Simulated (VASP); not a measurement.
# MgO (Pm-3m) in VASP: a series of runs, part 2 of 2

VASP 6.6.1.

## (4) Single point, PBE (volume scaled by 0.88)

Contents of INCAR:

```
SYSTEM = MgO
PREC     = Accurate       ! precision mode
ENCUT    = 520            ! plane-wave cutoff, eV
EDIFF    = 1E-6           ! SCF threshold, eV
ISMEAR   = 0              ! smearing method
SIGMA    = 0.02           ! smearing width, eV
LREAL    = .False.        ! projectors in reciprocal space
LASPH    = .True.         ! aspherical terms in the spheres
NELM     = 100            ! most SCF steps
ALGO     = Normal         ! electronic algorithm
ISIF     = 2              ! what is computed and relaxed
LWAVE    = .False.        ! write WAVECAR
LCHARG   = .True.         ! write CHGCAR
GGA      = PE             ! functional
LELF     = .True.         ! ELF
LVHAR    = .True.       
NBANDS   = 11             ! bands
```

Contents of KPOINTS:

```
Automatic mesh
0
Gamma
  10 10 10
  0 0 0
```

Contents of POSCAR:

```
MgO
1.0
    2.5488648984      0.0000000000      0.0000000000
    0.0000000000      2.5488648984      0.0000000000
    0.0000000000      0.0000000000      2.5488648984
Mg O
1 1
Direct
    0.0000000000      0.0000000000      0.0000000000
    0.5000000000      0.5000000000      0.5000000000
```

Potentials or basis: VASP PAW PBE potentials, release 64 (Mg, O).

Command:

```sh
> cat potpaw_PBE.64/Mg/POTCAR potpaw_PBE.64/O/POTCAR > POTCAR
> mpirun -np 1 vasp_std > vasp.out
```

OUTCAR:

```text
SYSTEM = MgO
   PREC = Accurate
   ENCUT = 520
   EDIFF = 1E-6
   ISMEAR = 0
   LREAL = .False.
   LASPH = .True.
   NELM = 100
   ISIF = 2
   GGA = PE

 ion  position               nearest neighbor table
   1  0.000  0.000  0.000-   2 2.21   2 2.21   2 2.21   2 2.21   2 2.21   2 2.21   2 2.21   2 2.21

   2  0.500  0.500  0.500-   1 2.21   1 2.21   1 2.21   1 2.21   1 2.21   1 2.21   1 2.21   1 2.21

  LATTYP: Found a simple cubic cell.
 ALAT       =     2.5488648984

  Lattice vectors:

 A1 = (   2.5488648984,   0.0000000000,   0.0000000000)
[... 524 lines left out ...]

  FORCE on cell =-STRESS in cart. coord.  units (eV):
  Direction    XX          YY          ZZ          XY          YZ          ZX
  --------------------------------------------------------------------------------------
  -------------------------------------------------------------------------------------
  Total        2.2983194      2.2983194      2.2983194      0.0000000      0.0000000     -0.0000000
  in kB      222.3722133    222.3722133    222.3722133      0.0000000      0.0000000     -0.0000000
  external PRESSURE =     222.3722133 kB  Pullay stress =       0.0000000 kB

 VOLUME and BASIS-vectors are now :
 -----------------------------------------------------------------------------
  energy-cutoff  :      520.00
  volume of cell :       16.56
      direct lattice vectors                 reciprocal lattice vectors
     2.548864898  0.000000000  0.000000000     0.392331504  0.000000000  0.000000000
     0.000000000  2.548864898  0.000000000     0.000000000  0.392331504  0.000000000
     0.000000000  0.000000000  2.548864898     0.000000000  0.000000000  0.392331504

 POSITION                                       TOTAL-FORCE (eV/Angst)
 -----------------------------------------------------------------------------------
      0.00000      0.00000      0.00000         0.000000      0.000000      0.000000
      1.27443      1.27443      1.27443         0.000000      0.000000      0.000000
 -----------------------------------------------------------------------------------
    total drift:                                0.000000      0.000000      0.000000

  FREE ENERGIE OF THE ION-ELECTRON SYSTEM (eV)
  ---------------------------------------------------
  free  energy   TOTEN  =       -10.2632228804 eV

  energy  without entropy=      -10.2632228804  energy(sigma->0) =      -10.26322288
```

OSZICAR:

```text
N       E                     dE             d eps       ncg     rms          rms(c)
DAV:   1     0.145514804743E+02    0.14551E+02   -0.46776E+03  1456   0.651E+02
DAV:   2    -0.114374509206E+02   -0.25989E+02   -0.25450E+02  1442   0.139E+02
DAV:   3    -0.119303975753E+02   -0.49295E+00   -0.49261E+00  1445   0.163E+01
DAV:   4    -0.119312784573E+02   -0.88088E-03   -0.88087E-03  1347   0.766E-01
DAV:   5    -0.119312806607E+02   -0.22034E-05   -0.22034E-05  1444   0.366E-02    0.713E+00
DAV:   6    -0.103241695694E+02    0.16071E+01   -0.77820E+00  1250   0.159E+01    0.205E+00
DAV:   7    -0.102872326653E+02    0.36937E-01   -0.59860E-02  1346   0.211E+00    0.129E+00
DAV:   8    -0.102634248484E+02    0.23808E-01   -0.28156E-02  1321   0.177E+00    0.194E-01
DAV:   9    -0.102632462082E+02    0.17864E-03   -0.28320E-04  1363   0.123E-01    0.120E-01
DAV:  10    -0.102632240963E+02    0.22112E-04   -0.16779E-04  1324   0.108E-01    0.732E-03
DAV:  11    -0.102632230407E+02    0.10557E-05   -0.51577E-06  1328   0.156E-02    0.254E-03
DAV:  12    -0.102632228804E+02    0.16027E-06   -0.82598E-08   709   0.296E-03
   1 F= -.10263223E+02 E0= -.10263223E+02  d E =-.442406E-14
```

stdout:

```text
POSCAR found type information on POSCAR MgO
 POSCAR found :  2 types and       2 ions
 scaLAPACK will be used
 LDA part: xc-table for (Slater+PW92), standard interpolation
 POSCAR, INCAR and KPOINTS ok, starting setup
 FFT: planning ... GRIDC
 FFT: planning ... GRID_SOFT
 FFT: planning ... GRID
 WAVECAR not read
 entering main loop
```

It took 7.3 s on 1 thread of Intel Xeon 6975P-C (Granite Rapids), shared host; peak memory 0.13 GiB.

Results:

| Quantity | Value |
| --- | --- |
| Free energy | -10.2632 eV |
| Pressure | 22.2 GPa |
| Band gap on the k mesh | 3.48 eV, indirect (least direct gap 4.60 eV) |

Levels at points of the mesh, in eV from the valence-band top:
| k point | band 1 | band 2 | band 3 | band 4 | band 5 | band 6 | band 7 | band 8 | band 9 |
| --- | --- | --- | --- | --- | --- | --- | --- | --- | --- |
| (0.00, 0.00, 0.00) | -19.22 | -1.12 | -1.12 | -1.12 | 3.48 | 10.62 | 10.62 | 21.96 | 21.96 |
| (0.50, 0.00, 0.00) | -17.76 | -7.12 | -0.64 | -0.64 | 7.90 | 10.53 | 15.08 | 17.96 | 19.18 |
| (0.50, 0.50, 0.00) | -16.73 | -5.21 | -5.21 | 0.00 | 5.32 | 13.27 | 13.27 | 14.16 | 20.08 |
| (0.50, 0.50, 0.50) | -15.70 | -4.10 | -4.10 | -4.10 | 7.92 | 7.92 | 7.92 | 18.17 | 20.12 |

 A k mesh can miss the band edges.

## (5) Single point, PBE (volume scaled by 0.94)

INCAR: that of step 4 with these lines changed.

```diff
@@ -8,3 +8,3 @@
 LASPH    = .True.         ! aspherical terms in the spheres
-NELM     = 100            ! most SCF steps
+NELM     = 60             ! most SCF steps
 ALGO     = Normal         ! electronic algorithm
@@ -12,6 +12,4 @@
 LWAVE    = .False.        ! write WAVECAR
-LCHARG   = .True.         ! write CHGCAR
+LCHARG   = .False.        ! write CHGCAR
 GGA      = PE             ! functional
-LELF     = .True.         ! ELF
-LVHAR    = .True.       
 NBANDS   = 11             ! bands
```

KPOINTS is that of step 4.

Contents of POSCAR:

```
MgO
1.0
    2.6055247943      0.0000000000      0.0000000000
    0.0000000000      2.6055247943      0.0000000000
    0.0000000000      0.0000000000      2.6055247943
Mg O
1 1
Direct
    0.0000000000      0.0000000000      0.0000000000
    0.5000000000      0.5000000000      0.5000000000
```

Potentials or basis: VASP PAW PBE potentials, release 64 (Mg, O).

Command:

```sh
> cat potpaw_PBE.64/Mg/POTCAR potpaw_PBE.64/O/POTCAR > POTCAR
> mpirun -np 1 vasp_std > vasp.out
```

OUTCAR:

```text
SYSTEM = MgO
   PREC = Accurate
   ENCUT = 520
   EDIFF = 1E-6
   ISMEAR = 0
   LREAL = .False.
   LASPH = .True.
   NELM = 60
   ISIF = 2
   GGA = PE

 ion  position               nearest neighbor table
   1  0.000  0.000  0.000-   2 2.26   2 2.26   2 2.26   2 2.26   2 2.26   2 2.26   2 2.26   2 2.26

   2  0.500  0.500  0.500-   1 2.26   1 2.26   1 2.26   1 2.26   1 2.26   1 2.26   1 2.26   1 2.26

  LATTYP: Found a simple cubic cell.
 ALAT       =     2.6055247943

  Lattice vectors:

 A1 = (   2.6055247943,   0.0000000000,   0.0000000000)
 A2 = (   0.0000000000,   2.6055247943,   0.0000000000)
 A3 = (   0.0000000000,   0.0000000000,   2.6055247943)

Analysis of symmetry for initial positions (statically):
=====================================================================
 Subroutine PRICEL returns:
 Original cell was already a primitive cell.

 Routine SETGRP: Setting up the symmetry group for a
 simple cubic supercell.

 Subroutine GETGRP returns: Found 48 space group operations
 (whereof 48 operations were pure point group operations)
 out of a pool of 48 trial point group operations.

The static configuration has the point symmetry O_h .

Analysis of symmetry for dynamics (positions and initial velocities):
=====================================================================
 Subroutine PRICEL returns:
 Original cell was already a primitive cell.

 Routine SETGRP: Setting up the symmetry group for a
 simple cubic supercell.

 Subroutine GETGRP returns: Found 48 space group operations
 (whereof 48 operations were pure point group operations)
 out of a pool of 48 trial point group operations.

The dynamic configuration has the point symmetry O_h .

 Subroutine INISYM returns: Found 48 space group operations
 (whereof 48 operations are pure point group operations),
 and found     1 'primitive' translations

----------------------------------------------------------------------------------------

[... 119 lines left out ...]
   AEXX    =    0.0000 exact exchange contribution
   IVDW    =     0    specifies the selected vdW correction
   LEPSILON=     F    determine dielectric tensor
   LRPA    =     F    only Hartree local field effects (RPA)
 non-spin polarized calculation
 Gauss-broadening in eV      SIGMA  =   0.02
  energy-cutoff  :      520.00
  volume of cell :       17.69
 maximum number of plane-waves:       488
 NGX is ok and might be reduce to    20
   NGX =  9   NGY =  9   NGZ =  9

 number of electron       8.0000002 magnetization

 Free energy of the ion-electron system (eV)
  ---------------------------------------------------
  ext. energy  EPLUGINS =         0.00000000
  ---------------------------------------------------
  free energy    TOTEN  =       -10.37220565 eV

  energy without entropy =      -10.37220565  energy(sigma->0) =      -10.37220565

 E-fermi :   5.4866     XC(G=0): -11.4636

 val. band max:        5.3143935558   @ k =   0.5000   0.5000   0.0000
 cond. band min:       8.1279391807   @ k =   0.0000   0.0000   0.0000
 fundamental gap:      2.8135456250
 Fermi energy:         5.4866197919

 k-point     1 :       0.0000    0.0000    0.0000
  band No.  band energies     occupation
      1     -13.4198      2.00000
      2       4.2712      2.00000
      3       4.2712      2.00000
      4       4.2712      2.00000
      5       8.1279      0.00000
      6      15.8242      0.00000
      7      15.8242      0.00000
      8      26.1429      0.00000
      9      26.1429      0.00000
     10      26.1429      0.00000
     11      33.2483      0.00000
[... 309 lines left out ...]
 k-point    24 :       0.3000    0.1000    0.1000
  band No.  band energies     occupation
      1     -12.4583      2.00000
      2       0.3942      2.00000
      3       3.8873      2.00000
      4       4.1312      2.00000
      5      11.7601      0.00000
      6      16.2892      0.00000
      7      17.3893      0.00000
      8      23.7353      0.00000
      9      24.3619      0.00000
     10      27.5899      0.00000
     11      27.7994      0.00000

 [... further k-points ...]

------------------------ aborting loop because EDIFF is reached ----------------------------------------

  FORCE on cell =-STRESS in cart. coord.  units (eV):
  Direction    XX          YY          ZZ          XY          YZ          ZX
  --------------------------------------------------------------------------------------
  -------------------------------------------------------------------------------------
  Total        0.9898587      0.9898587      0.9898587      0.0000000     -0.0000000      0.0000000
  in kB       89.6598784     89.6598784     89.6598784      0.0000000     -0.0000000      0.0000000
  external PRESSURE =      89.6598784 kB  Pullay stress =       0.0000000 kB

 VOLUME and BASIS-vectors are now :
 -----------------------------------------------------------------------------
  energy-cutoff  :      520.00
  volume of cell :       17.69
      direct lattice vectors                 reciprocal lattice vectors
     2.605524794  0.000000000  0.000000000     0.383799840  0.000000000  0.000000000
     0.000000000  2.605524794  0.000000000     0.000000000  0.383799840  0.000000000
     0.000000000  0.000000000  2.605524794     0.000000000  0.000000000  0.383799840

 POSITION                                       TOTAL-FORCE (eV/Angst)
 -----------------------------------------------------------------------------------
      0.00000      0.00000      0.00000         0.000000      0.000000      0.000000
      1.30276      1.30276      1.30276         0.000000      0.000000      0.000000
 -----------------------------------------------------------------------------------
    total drift:                                0.000000      0.000000      0.000000

  FREE ENERGIE OF THE ION-ELECTRON SYSTEM (eV)
  ---------------------------------------------------
  free  energy   TOTEN  =       -10.3722056494 eV

  energy  without entropy=      -10.3722056494  energy(sigma->0) =      -10.37220565
```

OSZICAR:

```text
N       E                     dE             d eps       ncg     rms          rms(c)
DAV:   1     0.157506924324E+02    0.15751E+02   -0.47165E+03  1392   0.656E+02
DAV:   2    -0.114512670745E+02   -0.27202E+02   -0.25750E+02  1461   0.133E+02
DAV:   3    -0.120226939425E+02   -0.57143E+00   -0.57112E+00  1435   0.171E+01
DAV:   4    -0.120237781295E+02   -0.10842E-02   -0.10842E-02  1347   0.874E-01
DAV:   5    -0.120237810414E+02   -0.29119E-05   -0.29120E-05  1441   0.438E-02    0.706E+00
DAV:   6    -0.104361154105E+02    0.15877E+01   -0.82799E+00  1247   0.159E+01    0.215E+00
DAV:   7    -0.103979520129E+02    0.38163E-01   -0.61345E-02  1343   0.215E+00    0.130E+00
DAV:   8    -0.103725231627E+02    0.25429E-01   -0.35162E-02  1329   0.192E+00    0.226E-01
DAV:   9    -0.103722736229E+02    0.24954E-03   -0.32007E-04  1351   0.133E-01    0.143E-01
DAV:  10    -0.103722074205E+02    0.66202E-04   -0.26186E-04  1292   0.137E-01    0.906E-03
DAV:  11    -0.103722057769E+02    0.16436E-05   -0.67549E-06  1349   0.167E-02    0.295E-03
DAV:  12    -0.103722056494E+02    0.12744E-06   -0.15004E-07   679   0.380E-03
   1 F= -.10372206E+02 E0= -.10372206E+02  d E =-.211156E-36
```

It took 7.1 s on 1 thread of Intel Xeon 6975P-C (Granite Rapids), shared host; peak memory 0.12 GiB.

Results:

```
Free energy            : -10.3722 eV
Pressure               : 9.0 GPa
Band gap on the k mesh : 2.81 eV, indirect (least direct gap 3.86 eV)
```

## (6) Single point, PBE (volume scaled by 0.91)

Contents of INCAR:

```
SYSTEM = MgO
  PREC = Accurate
  ENCUT = 520
  EDIFF = 1E-7
  ISMEAR = 0
  SIGMA = 0.02
  LREAL = .FALSE.
  LASPH = .TRUE.
  NELM = 60
  ALGO = Normal
  ISIF = 2
  LWAVE = .FALSE.
  LCHARG = .FALSE.
  GGA = PE
  NBANDS = 11
```

Contents of KPOINTS:

```
Automatic mesh
0
G
  10 10 10
  0 0 0
```

Contents of POSCAR:

```
MgO
1.0
    2.5775062271      0.0000000000      0.0000000000
    0.0000000000      2.5775062271      0.0000000000
    0.0000000000      0.0000000000      2.5775062271
Mg O
1 1
Direct
    0.0000000000      0.0000000000      0.0000000000
    0.5000000000      0.5000000000      0.5000000000
```

Potentials or basis: VASP PAW PBE potentials, release 64 (Mg, O).

Command:

```sh
> cat potpaw_PBE.64/Mg/POTCAR potpaw_PBE.64/O/POTCAR > POTCAR
> mpirun -np 1 vasp_std > vasp.out
```

It took 8.3 s on 1 thread of Intel Xeon 6975P-C (Granite Rapids), shared host; peak memory 0.13 GiB.

It converged, with:

```yaml
Free_energy: -10.3294 eV
Pressure: 15.1 GPa
Band_gap_on_the_k_mesh: 3.13 eV, indirect (least direct gap 4.21 eV)
```

Levels at points of the mesh, in eV from the valence-band top:
| k point | band 1 | band 2 | band 3 | band 4 | band 5 | band 6 | band 7 | band 8 | band 9 |
| --- | --- | --- | --- | --- | --- | --- | --- | --- | --- |
| (0.00, 0.00, 0.00) | -18.97 | -1.08 | -1.08 | -1.08 | 3.13 | 10.57 | 10.57 | 21.38 | 21.38 |
| (0.50, 0.00, 0.00) | -17.59 | -6.90 | -0.61 | -0.61 | 7.58 | 10.14 | 14.90 | 17.78 | 18.79 |
| (0.50, 0.50, 0.00) | -16.62 | -5.03 | -5.03 | 0.00 | 5.19 | 12.89 | 12.89 | 13.87 | 19.82 |
| (0.50, 0.50, 0.50) | -15.66 | -3.93 | -3.93 | -3.93 | 7.77 | 7.77 | 7.77 | 17.51 | 19.66 |

 A k mesh can miss the band edges.

## (7) Overview

| cell | k mesh | smearing | gap on the mesh (eV) | pressure (GPa) |
| --- | --- | --- | --- | --- |
| a = 2.584 Å, 2 atoms | 8 × 8 × 8 | gaussian 0.1 eV | 3.06 | 13.6 |
| a = 2.659 Å, 2 atoms | 8 × 8 × 8 | gaussian 0.1 eV | 2.25 | -0.6 |
| a = 2.549 Å, 2 atoms | 10 × 10 × 10 | gaussian 0.02 eV | 3.48 | 22.2 |
| a = 2.606 Å, 2 atoms | 10 × 10 × 10 | gaussian 0.02 eV | 2.81 | 9.0 |
| a = 2.578 Å, 2 atoms | 10 × 10 × 10 | gaussian 0.02 eV | 3.13 | 15.1 |

Alike in all rows: task single point; level PBE; potentials or basis VASP PAW PBE potentials, release 64 (Mg, O); no spin polarisation; cutoff (eV) 520.

Total energies depend on the potentials used, so only differences within one code and one set of settings carry meaning.
